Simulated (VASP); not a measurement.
# TiSi16 (a cell with a defect) in VASP: notebook

The runs below take TiSi16 (a cell with a defect) through single point, with PBE.

All numbers are computed with VASP 6.6.1; they aren't measurements. Logs are shortened: lines on timing, memory, paths and dates and some standing lists are left out, and cuts for length are marked.

## Step 1: The cell of the first run

The cell holds a defect, 17 atoms: a = 7.679 Å, b = 7.679 Å, c = 7.679 Å, α = 60.00°, β = 60.00°, γ = 60.00°.

## Step 2: Single point, PBE

Contents of INCAR:

```
SYSTEM = TiSi16
  ALGO = Normal
  EDIFF = 1E-6
  ENCUT = 520
  GGA = PE
  ISIF = 2
  ISMEAR = 0
  LASPH = .True.
  LCHARG = .False.
  LREAL = Auto
  LWAVE = .False.
  NBANDS = 52
  NELM = 80
  PREC = Accurate
  SIGMA = 0.02
```

Contents of KPOINTS:

```
k-points
0
Gamma
  2 2 2
  0 0 0
```

Contents of POSCAR:

```
TiSi16
1.0
    0.0000000000      5.4300000000      5.4300000000
    5.4300000000      0.0000000000      5.4300000000
    5.4300000000      5.4300000000      0.0000000000
Si Ti
16 1
Direct
    0.0023310865      0.0027091172     -0.0095352052
    0.1271235944      0.1275026981      0.1231757739
    0.0024469296      0.0023419276      0.5056633582
    0.1213899986      0.1223764825      0.6284855527
   -0.0019724092      0.5009328140      0.0009853132
    0.1304082165      0.6199633259      0.1232301513
    0.0078608947      0.4851997190      0.5043153365
    0.1311492613      0.6196013111      0.6273068681
    0.5006301635     -0.0018183781      0.0010350230
    0.6194400158      0.1305878720      0.1235285128
    0.4844238175      0.0078216116      0.5045843679
    0.6193294216      0.1310602927      0.6272741708
    0.5030410408      0.5032419163      0.0008527806
    0.6274116591      0.6275378092      0.1227975927
    0.5035108219      0.5034844076      0.4933560510
    0.6233480704      0.6237271669      0.6269635843
    0.8732373170      0.8737700065      0.3770616682
```

Potentials or basis: VASP PAW PBE potentials, release 64 (Si, Ti_sv).

Started as:

```sh
> cat potpaw_PBE.64/Si/POTCAR potpaw_PBE.64/Ti_sv/POTCAR > POTCAR
> mpirun -np 1 vasp_std > vasp.out
```

OUTCAR:

```text
SYSTEM = TiSi16
   EDIFF = 1E-6
   ENCUT = 520
   GGA = PE
   ISIF = 2
   ISMEAR = 0
   LASPH = .True.
   LREAL = Auto
   NELM = 80
   PREC = Accurate

 ion  position               nearest neighbor table
   1  0.002  0.003  0.990-   4 2.27   2 2.40   6 2.40  10 2.40  17 2.42
   2  0.127  0.128  0.123-   5 2.34   9 2.34   1 2.40   3 2.40  17 2.76
   3  0.002  0.002  0.506-   4 2.27   2 2.40   8 2.40  12 2.40  17 2.42
   4  0.121  0.122  0.628-   3 2.27   1 2.27   7 2.28  11 2.28
   5  0.998  0.501  0.001-  14 2.32   2 2.34   6 2.34   8 2.34
   6  0.130  0.620  0.123-  13 2.34   5 2.34   7 2.39   1 2.40  17 2.76
   7  0.008  0.485  0.504-   4 2.28   8 2.39   6 2.39  16 2.41  17 2.44
   8  0.131  0.620  0.627-  15 2.34   5 2.34   7 2.39   3 2.40  17 2.76
   9  0.501  0.998  0.001-  14 2.32   2 2.34  10 2.34  12 2.34
  10  0.619  0.131  0.124-  13 2.34   9 2.34  11 2.39   1 2.40  17 2.75
  11  0.484  0.008  0.505-   4 2.28  12 2.39  10 2.39  16 2.41  17 2.44
  12  0.619  0.131  0.627-  15 2.34   9 2.34  11 2.39   3 2.40  17 2.76
  13  0.503  0.503  0.001-  14 2.32   6 2.34  10 2.34  16 2.34
  14  0.627  0.628  0.123-  15 2.32  13 2.32   5 2.32   9 2.32
  15  0.504  0.503  0.493-  14 2.32   8 2.34  12 2.34  16 2.34
  16  0.623  0.624  0.627-  15 2.34  13 2.34  11 2.41   7 2.41  17 2.71
  17  0.873  0.874  0.377-   3 2.42   1 2.42   7 2.44  11 2.44  16 2.71  10 2.75  12 2.76   2 2.76
                             6 2.76   8 2.76

  LATTYP: Found a face centered cubic cell.
 ALAT       =    10.8600000000

  Lattice vectors:

 A1 = (   0.0000000000,   5.4300000000,   5.4300000000)
 A2 = (   5.4300000000,   0.0000000000,   5.4300000000)
 A3 = (   5.4300000000,   5.4300000000,   0.0000000000)

Analysis of symmetry for initial positions (statically):
=====================================================================
 Subroutine PRICEL returns:
 Original cell was already a primitive cell.

 Routine SETGRP: Setting up the symmetry group for a
 face centered cubic supercell.

 Subroutine GETGRP returns: Found  1 space group operations
 (whereof  1 operations were pure point group operations)
 out of a pool of 48 trial point group operations.

The static configuration has the point symmetry C_1 .

Analysis of symmetry for dynamics (positions and initial velocities):
=====================================================================
 Subroutine PRICEL returns:
 Original cell was already a primitive cell.

 Routine SETGRP: Setting up the symmetry group for a
 face centered cubic supercell.

 Subroutine GETGRP returns: Found  1 space group operations
 (whereof  1 operations were pure point group operations)
 out of a pool of 48 trial point group operations.

The dynamic configuration has the point symmetry C_1 .

 Subroutine INISYM returns: Found  1 space group operations
 (whereof  1 operations are pure point group operations),
 and found     1 'primitive' translations

----------------------------------------------------------------------------------------

                                     Primitive cell

  volume of cell :     320.2060

  direct lattice vectors                    reciprocal lattice vectors
     0.000000000  5.430000000  5.430000000    -0.092081031  0.092081031  0.092081031
     5.430000000  0.000000000  5.430000000     0.092081031 -0.092081031  0.092081031
     5.430000000  5.430000000  0.000000000     0.092081031  0.092081031 -0.092081031

  length of vectors
     7.679179644  7.679179644  7.679179644     0.159489025  0.159489025  0.159489025

  position of ions in fractional coordinates (direct lattice)
     0.002331086  0.002709117  0.990464795
     0.127123594  0.127502698  0.123175774
     0.002446930  0.002341928  0.505663358
     0.121389999  0.122376483  0.628485553
     0.998027591  0.500932814  0.000985313
     0.130408217  0.619963326  0.123230151
[... 9 lines left out ...]
     0.623348070  0.623727167  0.626963584
     0.873237317  0.873770007  0.377061668

  ion indices of the primitive-cell ions
   primitive index   ion index
                 1           1
                 2           2
                 3           3
                 4           4
                 5           5
                 6           6
[... 9 lines left out ...]
                16          16
                17          17

----------------------------------------------------------------------------------------

 KPOINTS: k-points

Automatic generation of k-mesh.
 Grid dimensions read from file:
 generate k-points for:    2    2    2

 Generating k-lattice:

  Cartesian coordinates                     Fractional coordinates (reciprocal lattice)
    -0.046040516  0.046040516  0.046040516     0.500000000  0.000000000  0.000000000
     0.046040516 -0.046040516  0.046040516     0.000000000  0.500000000  0.000000000
     0.046040516  0.046040516 -0.046040516     0.000000000  0.000000000  0.500000000

  Length of vectors
     0.079744512  0.079744512  0.079744512

  Shift w.r.t. Gamma in fractional coordinates (k-lattice)
     0.000000000  0.000000000  0.000000000

 Subroutine IBZKPT returns following result:
 ===========================================

 Found      8 irreducible k-points:

 Following reciprocal coordinates:
            Coordinates               Weight
  0.000000  0.000000  0.000000      1.000000
  0.500000  0.000000  0.000000      1.000000
  0.000000  0.500000  0.000000      1.000000
  0.000000  0.000000  0.500000      1.000000
  0.500000  0.500000  0.500000      1.000000
  0.500000  0.500000  0.000000      1.000000
  0.000000  0.500000  0.500000      1.000000
  0.500000  0.000000  0.500000      1.000000
   k-points           NKPTS =      8   k-points in BZ     NKDIM =      8   number of bands    NBANDS=     52
   number of dos      NEDOS =    301   number of ions     NIONS =     17
   total plane-waves  NPLWV = 216000
   dimension x,y,z NGX =    60 NGY =   60 NGZ =   60
   dimension x,y,z NGXF=   120 NGYF=  120 NGZF=  120
   ions per type =              16   1
   NGX,Y,Z   is equivalent  to a cutoff of  12.99, 12.99, 12.99 a.u.
   NGXF,Y,Z  is equivalent  to a cutoff of  25.98, 25.98, 25.98 a.u.
 SYSTEM =  TiSi16
   PREC   = accura    normal or accurate (medium, high low for compatibility)
   ISTART =      0    job   : 0-new  1-cont  2-samecut
   ICHARG =      2    charge: 1-file 2-atom 10-const
   ISPIN  =      1    spin polarized calculation?
   LNONCOLLINEAR =      F non collinear calculations
   LSORBIT =      F    spin-orbit coupling
   LASPH  =      T    aspherical Exc in radial PAW
   ENCUT  =  520.0 eV  38.22 Ry    6.18 a.u.  14.28 14.28 14.28*2*pi/ulx,y,z
   NELM   =     80;   NELMIN=  2; NELMDL= -5     # of ELM steps
   EDIFF  = 0.1E-05   stopping-criterion for ELM
   LREAL  =      T    real-space projection
   EDIFFG = 0.1E-04   stopping-criterion for IOM
   NSW    =      0    number of steps for IOM
   IBRION =     -1    ionic relax: 0-MD 1-quasi-New 2-CG
   NFREE  =      0    steps in history (QN), initial steepest desc. (CG)
   ISIF   =      2    stress and relaxation
   ISYM   =      2    0-nonsym 1-usesym 2-fastsym
   POTIM  = 0.5000    time-step for ionic-motion
   TEBEG  =    0.0;   TEEND  =   0.0 temperature during run
   PSTRESS=    0.0 pullay stress
   NELECT =      76.0000    total number of electrons
   NUPDOWN=      -1.0000    fix difference up-down
   EMIN   =  10.00;   EMAX   =-10.00  energy-range for DOS
   EFERMI =   0.00;   METHOD = LEGACY
   ISMEAR =     0;   SIGMA  =   0.02  broadening in eV -4-tet -1-fermi 0-gaus
   EFERMI_NEDOS =   21; number of points for ismear=-14 and -15
   IALGO  =     38    algorithm
   IMIX   =      4    mixing-type and parameters
     AMIX     =   0.40;   BMIX     =  1.00
     AMIX_MAG =   1.60;   BMIX_MAG =  1.00
  volume/ion in A,a.u.               =      18.84       127.11
  Fermi-wavevector in a.u.,A,eV,Ry     =   1.013607  1.915439 13.978610  1.027399
  Thomas-Fermi vector in A             =   2.146786
   LORBIT       =      0    0 simple, 1 ext, 2 COOP (PROOUT), +10 PAW based schemes
   GGA     = PE    functional components
   LHFCALC =     F    Hartree Fock is set to
   AEXX    =    0.0000 exact exchange contribution
   IVDW    =     0    specifies the selected vdW correction
   LEPSILON=     F    determine dielectric tensor
   LRPA    =     F    only Hartree local field effects (RPA)
 non-spin polarized calculation
 Gauss-broadening in eV      SIGMA  =   0.02
  energy-cutoff  :      520.00
  volume of cell :      320.21
 maximum number of plane-waves:      8646
 NGX is ok and might be reduce to    60
   NGX = 29   NGY = 29   NGZ = 29

 number of electron      75.9999999 magnetization

 Free energy of the ion-electron system (eV)
  ---------------------------------------------------
  ext. energy  EPLUGINS =         0.00000000
  ---------------------------------------------------
  free energy    TOTEN  =       -92.20449629 eV

  energy without entropy =      -92.20096791  energy(sigma->0) =      -92.20273210

 E-fermi :   6.9177     XC(G=0):  -9.7516

 val. band max:        6.9139562099   @ k =   0.0000   0.0000   0.5000
 cond. band min:       6.9183909436   @ k =   0.5000   0.5000   0.5000
 fundamental gap:      0.0044347337
 Fermi energy:         6.9176798017

 k-point     1 :       0.0000    0.0000    0.0000
  band No.  band energies     occupation
      1     -49.8867      2.00000
      2     -26.2733      2.00000
      3     -26.2577      2.00000
      4     -26.2442      2.00000
      5      -5.7205      2.00000
      6      -3.5124      2.00000
[... 42 lines left out ...]
     49       8.1776      0.00000
     50       8.4688      0.00000

 k-point     2 :       0.5000    0.0000    0.0000
  band No.  band energies     occupation
      1     -49.8867      2.00000
      2     -26.2734      2.00000
      3     -26.2577      2.00000
      4     -26.2442      2.00000
      5      -5.0146      2.00000
      6      -4.7994      2.00000
[... 42 lines left out ...]
     49       9.2692      0.00000
     50       9.8773      0.00000

 k-point     3 :       0.0000    0.5000    0.0000
  band No.  band energies     occupation
      1     -49.8867      2.00000
      2     -26.2734      2.00000
      3     -26.2577      2.00000
      4     -26.2442      2.00000
      5      -5.0137      2.00000
      6      -4.8003      2.00000
[... 42 lines left out ...]
     49       9.2713      0.00000
     50       9.8760      0.00000

 k-point     4 :       0.0000    0.0000    0.5000
  band No.  band energies     occupation
      1     -49.8867      2.00000
      2     -26.2734      2.00000
      3     -26.2577      2.00000
      4     -26.2442      2.00000
      5      -5.0098      2.00000
      6      -4.8046      2.00000
[... 42 lines left out ...]
     49       9.2951      0.00000
     50       9.8767      0.00000

 k-point     5 :       0.5000    0.5000    0.5000
  band No.  band energies     occupation
      1     -49.8867      2.00000
      2     -26.2734      2.00000
      3     -26.2577      2.00000
      4     -26.2442      2.00000
      5      -5.0098      2.00000
      6      -4.8043      2.00000
[... 42 lines left out ...]
     49       9.2945      0.00000
     50       9.8758      0.00000

 k-point     6 :       0.5000    0.5000    0.0000
  band No.  band energies     occupation
      1     -49.8867      2.00000
      2     -26.2734      2.00000
      3     -26.2577      2.00000
      4     -26.2442      2.00000
      5      -4.6835      2.00000
      6      -4.6108      2.00000
[... 42 lines left out ...]
     49       9.8815      0.00000
     50      10.5514      0.00000

 k-point     7 :       0.0000    0.5000    0.5000
  band No.  band energies     occupation
      1     -49.8867      2.00000
      2     -26.2733      2.00000
      3     -26.2577      2.00000
      4     -26.2442      2.00000
      5      -4.6935      2.00000
      6      -4.5994      2.00000
[... 42 lines left out ...]
     49       9.8746      0.00000
     50      10.5304      0.00000

 k-point     8 :       0.5000    0.0000    0.5000
  band No.  band energies     occupation
      1     -49.8867      2.00000
      2     -26.2733      2.00000
      3     -26.2577      2.00000
      4     -26.2442      2.00000
      5      -4.6943      2.00000
      6      -4.5985      2.00000
[... 42 lines left out ...]
     49       9.8744      0.00000
     50      10.5291      0.00000
 [bands above 50 left out]

------------------------ aborting loop because EDIFF is reached ----------------------------------------

  FORCE on cell =-STRESS in cart. coord.  units (eV):
  Direction    XX          YY          ZZ          XY          YZ          ZX
  --------------------------------------------------------------------------------------
  -------------------------------------------------------------------------------------
  Total        7.9446993      7.9189310      8.2421135     -0.2272664      0.0216626      0.0278155
  in kB       39.7519613     39.6230276     41.2400980     -1.1371462      0.1083906      0.1391773
  external PRESSURE =      40.2050289 kB  Pullay stress =       0.0000000 kB

 VOLUME and BASIS-vectors are now :
 -----------------------------------------------------------------------------
  energy-cutoff  :      520.00
  volume of cell :      320.21
      direct lattice vectors                 reciprocal lattice vectors
     0.000000000  5.430000000  5.430000000    -0.092081031  0.092081031  0.092081031
     5.430000000  0.000000000  5.430000000     0.092081031 -0.092081031  0.092081031
     5.430000000  5.430000000  0.000000000     0.092081031  0.092081031 -0.092081031

 POSITION                                       TOTAL-FORCE (eV/Angst)
 -----------------------------------------------------------------------------------
      5.39293      5.39088      0.02737        -0.000677     -0.000428      0.000171
      1.36118      1.35913      1.38262        -0.001179      0.003628      0.002767
      2.75847      2.75904      0.02600         0.002812     -0.003449      0.001117
      4.07718      4.07182      1.32365        -0.000893      0.002249     -0.002043
      2.72542      5.42464      8.13935         0.002258     -0.001342     -0.001416
      4.03554      1.37726      4.07452         0.000125      0.002511     -0.002870
[... 9 lines left out ...]
      6.79125      6.78919      6.77162        -0.003276      0.000212     -0.002311
      6.79202      6.78912      9.48625         0.000722      0.003887      0.003122
 -----------------------------------------------------------------------------------
    total drift:                                0.000016      0.000926      0.010522

  FREE ENERGIE OF THE ION-ELECTRON SYSTEM (eV)
  ---------------------------------------------------
  free  energy   TOTEN  =       -92.2044962853 eV

  energy  without entropy=      -92.2009679082  energy(sigma->0) =      -92.20273210
```

Run time: 2.1 min. Hardware: 1 thread of Intel Xeon 6975P-C (Granite Rapids), shared host; peak memory 0.5 GiB.

Results:

```yaml
Free_energy: -92.2045 eV
Pressure: 4.0 GPa
Largest_force: 0.006 eV/Å
Band_gap_on_the_k_mesh: zero (band 38 reaches 6.96 eV, above the bottom of band 39 at 6.56 eV)
```

Forces on the atoms (eV/Å):
```
Si  -0.001  0.000  0.000
Si  -0.001  0.004  0.003
Si   0.003 -0.003  0.001
Si  -0.001  0.002 -0.002
Si   0.002 -0.001 -0.001
Si   0.000  0.003 -0.003
Si   0.000 -0.004  0.000
Si  -0.003 -0.001 -0.001
Si   0.000  0.000 -0.001
Si   0.001  0.000 -0.003
Si   0.003 -0.002  0.005
Si  -0.002 -0.001 -0.002
Si   0.002  0.002  0.003
Si   0.002  0.001  0.000
Si  -0.003 -0.002  0.001
Si  -0.003  0.000 -0.002
Ti   0.001  0.004  0.003
```

Levels at points of the mesh, in eV from the Fermi level:
```tsv
k point	band 34	band 35	band 36	band 37	band 38	band 39	band 40	band 41	band 42	band 43
(0.00, 0.00, 0.00)	-0.98	-0.98	-0.97	-0.42	-0.39	-0.36	-0.11	-0.06	0.26	0.85
(0.50, 0.00, 0.00)	-1.96	-1.36	-1.35	-0.25	0.04	0.06	0.45	0.45	0.79	1.24
(0.00, 0.50, 0.00)	-1.95	-1.36	-1.35	-0.26	0.04	0.06	0.45	0.45	0.80	1.24
(0.00, 0.00, 0.50)	-1.96	-1.36	-1.35	-0.28	0.00	0.07	0.45	0.47	0.84	1.23
(0.50, 0.50, 0.50)	-1.96	-1.36	-1.35	-0.28	0.00	0.07	0.45	0.47	0.84	1.23
(0.50, 0.50, 0.00)	-1.99	-1.99	-1.88	-0.70	-0.03	0.57	0.62	1.11	1.33	1.76
(0.00, 0.50, 0.50)	-2.00	-1.99	-1.86	-0.69	-0.03	0.57	0.58	1.12	1.35	1.73
(0.50, 0.00, 0.50)	-2.00	-2.00	-1.86	-0.69	-0.03	0.57	0.58	1.12	1.35	1.73
```

Caveat: the k points lie up to 0.50 Å⁻¹ apart.

## Step 3: Single point, PBE

Contents of INCAR:

```
SYSTEM = TiSi16
  ALGO = Normal
  EDIFF = 1E-7
  ENCUT = 520
  GGA = PE
  ISIF = 2
  ISMEAR = 0
  LASPH = .TRUE.
  LCHARG = .FALSE.
  LREAL = Auto
  LWAVE = .FALSE.
  NBANDS = 52
  NELM = 60
  PREC = Accurate
  SIGMA = 0.02
```

Contents of KPOINTS:

```
k-points
0
G
  2 2 2
  0 0 0
```

Contents of POSCAR:

```
TiSi16
1.0
    0.0000000000      5.4300000000      5.4300000000
    5.4300000000      0.0000000000      5.4300000000
    5.4300000000      5.4300000000      0.0000000000
Si Ti
16 1
Direct
    0.0016746941      0.0032977559     -0.0023314488
    0.1243351144      0.1245341154      0.1243477327
    0.0023629282      0.0021754221      0.4977917651
    0.1242692917      0.1244556871      0.6270737049
    0.0029009935      0.4983089252      0.0059349322
    0.1250210613      0.6328792822      0.1212476634
    0.0025352968      0.4982834224      0.4933301424
    0.1348964052      0.6195217063      0.6230116710
    0.4979208073      0.0017798235      0.0050440509
    0.6309992663      0.1242793637      0.1224430806
    0.4978810303      0.0015125577      0.4954417607
    0.6202205412      0.1349023117      0.6224905446
    0.4984141730      0.4984807739      0.0014252769
    0.6225431197      0.6203459025      0.1399663803
    0.4965162491      0.4971126543      0.5028059469
    0.6221320080      0.6200949887      0.6172576600
    0.7488278500      0.7480524573      0.7514399961
```

Potentials or basis: VASP PAW PBE potentials, release 64 (Si, Ti_sv).

Started as:

```sh
> cat potpaw_PBE.64/Si/POTCAR potpaw_PBE.64/Ti_sv/POTCAR > POTCAR
> mpirun -np 1 vasp_std > vasp.out
```

Wall time 2.4 min (1 thread of Intel Xeon 6975P-C (Granite Rapids), shared host); peak memory 0.5 GiB.

It converged, with:

```
Free energy            : -92.2039 eV
Pressure               : 4.0 GPa
Largest force          : 0.017 eV/Å
Band gap on the k mesh : zero (band 38 reaches 6.96 eV, above the bottom of band 39 at 6.56 eV)
```

Forces on the atoms (eV/Å):
```
Si   0.000  0.001 -0.002
Si   0.004  0.002  0.005
Si   0.000  0.000 -0.001
Si  -0.001 -0.004  0.005
Si   0.000 -0.002 -0.002
Si   0.000  0.001  0.001
Si   0.001  0.002 -0.001
Si  -0.004  0.001  0.005
Si   0.001  0.005 -0.001
Si   0.002 -0.002  0.001
Si  -0.005 -0.001  0.000
Si   0.002 -0.004  0.005
Si   0.000  0.003  0.003
Si   0.003 -0.002  0.000
Si   0.000  0.002 -0.002
Si   0.000 -0.003  0.001
Ti  -0.005  0.001 -0.017
```

Stress tensor (GPa, compression positive):
```
 3.96  0.12 -0.05
 0.12  3.96  0.05
-0.05  0.05  4.12
```

Levels at points of the mesh, in eV from the Fermi level:
```
           k point  band 35  band 36  band 37  band 38  band 39  band 40  band 41  band 42
(0.00, 0.00, 0.00)    -0.98    -0.97    -0.43    -0.39    -0.36    -0.11    -0.06     0.26
(0.50, 0.00, 0.00)    -1.36    -1.35    -0.28     0.01     0.07     0.45     0.47     0.84
(0.00, 0.50, 0.00)    -1.36    -1.35    -0.28    -0.01     0.07     0.45     0.47     0.84
(0.00, 0.00, 0.50)    -1.36    -1.35    -0.26     0.04     0.06     0.45     0.45     0.80
(0.50, 0.50, 0.50)    -1.36    -1.35    -0.25     0.04     0.06     0.45     0.45     0.79
(0.50, 0.50, 0.00)    -1.99    -1.88    -0.70    -0.03     0.57     0.62     1.11     1.33
(0.00, 0.50, 0.50)    -1.99    -1.86    -0.69    -0.03     0.57     0.58     1.12     1.35
(0.50, 0.00, 0.50)    -1.99    -1.86    -0.69    -0.03     0.57     0.58     1.12     1.35
```

Caveat: the k points lie up to 0.50 Å⁻¹ apart.

[end of part 1 of 2]
